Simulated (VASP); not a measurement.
# Ir (P6_3/mmc) in VASP: further runs, part 2 of 2

VASP 6.6.1. Earlier steps stand in the parts before.

### 3 Single point, LDA

This run uses another cell than the first one, of 13.99 Å³/atom.

Contents of INCAR:

```
SYSTEM = Ir
PREC = Accurate
ENCUT = 520
EDIFF = 1E-6
ISMEAR = 0
SIGMA = 0.15
LREAL = .FALSE.
LASPH = .TRUE.
NELM = 60
ALGO = Fast
ISIF = 2
LWAVE = .FALSE.
LCHARG = .FALSE.
GGA = CA
NBANDS = 16
```

Contents of KPOINTS:

```
Automatic mesh
0
G
  18 18 10
  0 0 0
```

Contents of POSCAR:

```
Ir
1.0
    2.6782000000      0.0000000000      0.0000000000
   -1.3391000000      2.3193892364      0.0000000000
    0.0000000000      0.0000000000      4.5032000000
Ir
2
Direct
    0.6666666667      0.3333333333      0.7500000000
    0.3333333333      0.6666666667      0.2500000000
```

Potentials or basis: VASP PAW LDA potentials, release 64 (Ir).

Launch:

```bash
$ cat potpaw_LDA.64/Ir/POTCAR > POTCAR
$ mpirun -np 1 vasp_std > vasp.out
```

OUTCAR:

```text
SYSTEM = Ir
   PREC = Accurate
   ENCUT = 520
   EDIFF = 1E-6
   ISMEAR = 0
   LREAL = .FALSE.
   LASPH = .TRUE.
   NELM = 60
   ISIF = 2
   GGA = CA

 ion  position               nearest neighbor table
   1  0.667  0.333  0.750-   2 2.73   2 2.73   2 2.73   2 2.73   2 2.73   2 2.73
   2  0.333  0.667  0.250-   1 2.73   1 2.73   1 2.73   1 2.73   1 2.73   1 2.73

  LATTYP: Found a hexagonal cell.
 ALAT       =     2.6782000000
 C/A-ratio  =     1.6814278247

  Lattice vectors:

 A1 = (   2.6782000000,   0.0000000000,   0.0000000000)
 A2 = (  -1.3391000000,   2.3193892364,   0.0000000000)
 A3 = (   0.0000000000,   0.0000000000,   4.5032000000)

Analysis of symmetry for initial positions (statically):
=====================================================================
 Subroutine PRICEL returns:
 Original cell was already a primitive cell.

 Routine SETGRP: Setting up the symmetry group for a
 hexagonal supercell.

 Subroutine GETGRP returns: Found 24 space group operations
 (whereof 12 operations were pure point group operations)
 out of a pool of 24 trial point group operations.

The static configuration has the point symmetry D_3d.
[... 165 lines left out ...]
 E-fermi :  10.5886     XC(G=0): -14.2038

 val. band max:       10.5793517444   @ k =   0.3889   0.1667   0.0000
 cond. band min:      10.5942580992   @ k =   0.3333   0.3333   0.0000
 fundamental gap:      0.0149063548
 Fermi energy:        10.5886431416

 k-point     1 :       0.0000    0.0000    0.0000
  band No.  band energies     occupation
      1      -0.7159      2.00000
      2       2.2063      2.00000
      3       6.2141      2.00000
      4       6.6992      2.00000
      5       6.6992      2.00000
      6       7.2888      2.00000
[... 433 lines left out ...]
      3       3.6943      2.00000
      4       6.4652      2.00000
      5       6.6351      2.00000
      6       6.8588      2.00000
[... 8 lines left out ...]
     15      21.0294      0.00000
     16      24.1909      0.00000

 [... further k-points ...]

------------------------ aborting loop because EDIFF is reached ----------------------------------------

  FORCE on cell =-STRESS in cart. coord.  units (eV):
  Direction    XX          YY          ZZ          XY          YZ          ZX
  --------------------------------------------------------------------------------------
  -------------------------------------------------------------------------------------
  Total        0.9597767      0.9597767     -1.5731785      0.0000000      0.0000000      0.0000000
  in kB       54.9721756     54.9721756    -90.1053744      0.0000000      0.0000000      0.0000000
  external PRESSURE =       6.6129922 kB  Pullay stress =       0.0000000 kB

 VOLUME and BASIS-vectors are now :
 -----------------------------------------------------------------------------
  energy-cutoff  :      520.00
  volume of cell :       27.97
      direct lattice vectors                 reciprocal lattice vectors
     2.678200000  0.000000000  0.000000000     0.373385109  0.215573993  0.000000000
    -1.339100000  2.319389236  0.000000000     0.000000000  0.431147987  0.000000000
     0.000000000  0.000000000  4.503200000     0.000000000  0.000000000  0.222064310

 POSITION                                       TOTAL-FORCE (eV/Angst)
 -----------------------------------------------------------------------------------
      1.33910      0.77313      3.37740        -0.000000     -0.000000      0.000000
     -0.00000      1.54626      1.12580         0.000000      0.000000      0.000000
 -----------------------------------------------------------------------------------
    total drift:                               -0.000000      0.000000     -0.000000

  FREE ENERGIE OF THE ION-ELECTRON SYSTEM (eV)
  ---------------------------------------------------
  free  energy   TOTEN  =       -20.4792780678 eV

  energy  without entropy=      -20.4545681412  energy(sigma->0) =      -20.46692310
```

OSZICAR:

```text
N       E                     dE             d eps       ncg     rms          rms(c)
DAV:   1     0.143744434491E+03    0.14374E+03   -0.84104E+03  7104   0.114E+03
DAV:   2    -0.177575245745E+02   -0.16150E+03   -0.14517E+03  7104   0.312E+02
DAV:   3    -0.216263747471E+02   -0.38689E+01   -0.38118E+01  9744   0.584E+01
DAV:   4    -0.216705178527E+02   -0.44143E-01   -0.44125E-01  8176   0.520E+00
DAV:   5    -0.216718428137E+02   -0.13250E-02   -0.13249E-02  9888   0.940E-01    0.235E+01
RMM:   6    -0.206668086027E+02    0.10050E+01   -0.10661E+00  7161   0.115E+01    0.919E+00
RMM:   7    -0.204858561420E+02    0.18095E+00   -0.58905E-01  7419   0.579E+00    0.213E+00
RMM:   8    -0.204891023299E+02   -0.32462E-02   -0.80520E-02  8348   0.315E+00    0.194E+00
RMM:   9    -0.204896117135E+02   -0.50938E-03   -0.21024E-02  8474   0.113E+00    0.122E+00
RMM:  10    -0.204794869406E+02    0.10125E-01   -0.18535E-02  7484   0.188E+00    0.110E+00
RMM:  11    -0.204797257403E+02   -0.23880E-03   -0.13065E-03  8354   0.309E-01    0.739E-01
RMM:  12    -0.204796178167E+02    0.10792E-03   -0.29158E-04  8353   0.158E-01    0.568E-01
RMM:  13    -0.204795507663E+02    0.67050E-04   -0.95232E-05  8149   0.622E-02    0.499E-01
RMM:  14    -0.204793965026E+02    0.15426E-03   -0.77508E-05  8245   0.996E-02    0.333E-01
RMM:  15    -0.204792797633E+02    0.11674E-03   -0.29199E-04 10331   0.175E-01    0.615E-02
RMM:  16    -0.204792782008E+02    0.15625E-05   -0.12092E-05  7959   0.273E-02    0.351E-02
RMM:  17    -0.204792780678E+02    0.13297E-06   -0.13448E-06  5505   0.880E-03
   1 F= -.20479278E+02 E0= -.20466923E+02  d E =-.247099E-01
```

Run time: 48 s. Hardware: 1 thread of AMD EPYC 9R45 (Zen 5), shared host; peak memory 0.17 GiB.

Results:

```yaml
Free_energy: -20.4793 eV
Pressure: 0.7 GPa
Band_gap_on_the_k_mesh: zero (bands 9 and 10 overlap by 3.63 eV)
```

Stress tensor (GPa, compression positive):
```
 5.50  0.00  0.00
 0.00  5.50  0.00
 0.00  0.00 -9.01
```

Caveat: the stress differs along the axes, from -9 to 5 GPa; spin-orbit coupling is left out, which moves the levels of the heavy elements.
